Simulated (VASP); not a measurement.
# MgH2: single point with PBE

The system is MgH2.

```
Mg H
1.0
     4.51786    0.00000    0.00000
     0.00000    4.51786    0.00000
     0.00000    0.00000    3.01207
Mg H
2 4
Direct
  0.00000 0.00000 0.00000
  0.50000 0.50000 0.50000
  0.30444 0.30444 0.00000
  0.19556 0.80444 0.50000
  0.69556 0.69556 0.00000
  0.80444 0.19556 0.50000
```

* Program: VASP 6.6.1
* Task: single point
* Functional: PBE
* Potentials or basis: VASP PAW PBE potentials, release 64 (Mg, H)
* Cutoff: 520 eV
* k mesh: 6 × 6 × 8
* Occupations: gaussian, width 0.02 eV
* Spin: no spin polarisation

* Pressure: -0.3 GPa
* Band gap on the k mesh: 3.80 eV, indirect (least direct gap 4.54 eV)

Levels at points of the mesh, in eV from the valence-band top:
```csv
k point,band 1,band 2,band 3,band 4,band 5,band 6,band 7,band 8
"(0.00, 0.00, 0.00)",-6.41,-1.45,-1.45,-0.44,4.74,5.01,9.14,9.14
"(0.50, 0.00, 0.00)",-4.81,-4.81,-0.51,-0.51,5.33,5.33,10.06,10.06
"(0.50, 0.50, 0.00)",-3.74,-3.74,-2.72,-2.72,9.03,9.03,9.17,9.17
"(0.00, 0.00, 0.50)",-2.99,-2.99,-0.07,-0.07,6.30,6.30,6.81,6.81
"(0.50, 0.00, 0.50)",-2.25,-2.25,-1.06,-1.06,5.17,5.17,6.81,6.81
"(0.50, 0.50, 0.50)",-1.87,-1.87,-0.93,-0.93,3.86,3.86,4.20,4.20
```

It took 15 s on 1 thread of Intel(R) Xeon(R) Platinum 8488C (Sapphire Rapids), with other jobs on the host, peak memory 0.19 GiB.

A k mesh can miss the band edges. A hybrid or GW would open this gap; PBE tends to underestimate it.
